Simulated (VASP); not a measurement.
Wanted: the native input for a VASP 6.6.1 run.

* Task: relaxation of cell and atoms
* Functional: PBE
* Potentials or basis: VASP PAW PBE potentials, release 64 (Yb)
* Cutoff: 600 eV
* k mesh: 16 × 16 × 16
* Occupations: fermi-dirac, width 0.08 eV
* Spin: no spin polarisation
* Target pressure: 46 GPa
* Dipole correction: no
* Further INCAR settings: ALGO = Normal; EDIFF = 1e-07; IBRION = 2; EDIFFG = -0.005; NSW = 60; ISIF = 3

The structure of Yb lies in POSCAR:

```
Yb
1.0
    0.0000000000      2.0630980500      2.0630980500
    2.0630980500      0.0000000000      2.0630980500
    2.0630980500      2.0630980500      0.0000000000
Yb
1
Direct
    0.0000000000      0.0000000000      0.0000000000
```

The input as run:

INCAR

```
SYSTEM = Yb
PREC     = Accurate       ! precision mode
ENCUT    = 600            ! plane-wave cutoff, eV
EDIFF    = 1E-7           ! SCF threshold, eV
ISMEAR   = -1             ! smearing method
SIGMA    = 0.08           ! smearing width, eV
LREAL    = .False.        ! projectors in reciprocal space
LASPH    = .True.         ! aspherical terms in the spheres
NELM     = 80             ! most SCF steps
ALGO     = Normal         ! electronic algorithm
ISIF     = 3              ! what is computed and relaxed
LWAVE    = .False.        ! write WAVECAR
LCHARG   = .False.        ! write CHGCAR
GGA      = PE             ! functional
IBRION   = 2              ! ionic algorithm
NSW      = 60             ! ionic steps
EDIFFG   = -0.005         ! ionic threshold
PSTRESS  = 460.0
```

KPOINTS

```
Automatic mesh
0
Gamma
  16 16 16
  0 0 0
```

Potentials or basis: VASP PAW PBE potentials, release 64 (Yb).

The run is started by

```bash
$ cat potpaw_PBE.64/Yb/POTCAR > POTCAR
$ mpirun -np 1 vasp_std > vasp.out
```

Results of the run:

- Relaxed volume: 17.62 Å³/atom
- Relaxed cell: a = 2.921 Å, b = 2.921 Å, c = 2.921 Å, α = 60.00°, β = 60.00°, γ = 60.00°
- Space group after relaxing (to 0.1 Å): Fm-3m (No. 225)
- Energy change on relaxing (the run minimises the enthalpy): -15.7 meV/atom
- Ionic steps: 7
- Pressure after relaxing: 46.0 GPa
- Band gap on the k mesh: zero (bands 12 and 13 overlap by 1.01 eV)

Caveat: the cell is relaxed towards a set pressure, so the run minimises the enthalpy, not the energy; spin-orbit coupling is left out, which moves the levels of the heavy elements.

It took 8 min on 1 thread of Intel Xeon 8259CL, on a shared host, peak memory 0.2 GiB.
